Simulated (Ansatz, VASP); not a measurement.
## Two plane-wave programs on BeTe

INCAR

```
SYSTEM = BeTe
PREC     = Accurate       ! precision mode
ENCUT    = 600            ! plane-wave cutoff, eV
EDIFF    = 1E-6           ! SCF threshold, eV
ISMEAR   = 0              ! smearing method
SIGMA    = 0.05           ! smearing width, eV
LREAL    = .FALSE.        ! projectors in reciprocal space
LASPH    = .TRUE.         ! aspherical terms in the spheres
NELM     = 120            ! most SCF steps
ALGO     = Normal         ! electronic algorithm
ISIF     = 2              ! what is computed and relaxed
LWAVE    = .FALSE.        ! write WAVECAR
LCHARG   = .FALSE.        ! write CHGCAR
GGA      = PS             ! functional
NBANDS   = 11             ! bands
GGA_COMPAT= .FALSE.
```

The input KPOINTS:

```
Automatic mesh
0
G
  8 8 8
  0 0 0
```

POSCAR

```
BeTe
1.0
    0.0000000000      2.8211269365      2.8211269365
    2.8211269365      0.0000000000      2.8211269365
    2.8211269365      2.8211269365      0.0000000000
Be Te
1 1
Direct
    0.0000000000      0.0000000000      0.0000000000
    0.7500000000      0.7500000000      0.7500000000
```

Input for Ansatz:

```yaml
crystal:
  lattice:
    - [0.0, 2.8211269365, 2.8211269365]
    - [2.8211269365, 0.0, 2.8211269365]
    - [2.8211269365, 2.8211269365, 0.0]
  atoms:
    - { symbol: Be, position: [0.0, 0.0, 0.0] }
    - { symbol: Te, position: [0.75, 0.75, 0.75] }
basis:
  ecutwfc: 420
  ecutrho_ratio: 4
kpoints:
  mp_grid: { grid: [8, 8, 8] }
hamiltonian:
  xc: pbesol
scf:
  occupations: { method: gaussian, width: 0.05 }
output:
  forces: true
  stress: true
  eigenvalues: true
```

Alike in both runs: task single point; functional PBEsol; k mesh 8 × 8 × 8; occupations gaussian, width 0.05 eV; no spin polarisation.

|  | VASP | Ansatz |
| --- | --- | --- |
| version | VASP 6.6.1 | Ansatz 0.2.0 |
| potentials or method | VASP PAW PBE potentials, release 64 (Be, Te), cutoff 600 eV | scalar-relativistic, plane waves, PAW |
| valence electrons in the cell | 8 | 18 |

```csv
,VASP,Ansatz,Ansatz less VASP
gap on the k mesh at the Fermi level (eV),1.87,1.88,+0.018
least direct gap on the mesh (eV),3.60,3.62,+0.020
pressure (GPa),-0.9,-1.2,-0.24
```

VASP's potentials were made for PBE, not for PBEsol. VASP's potentials hold 8 valence electrons a cell and Ansatz's 18, so a difference there can come from the potentials and not from the codes.

Spin-orbit coupling is off throughout.
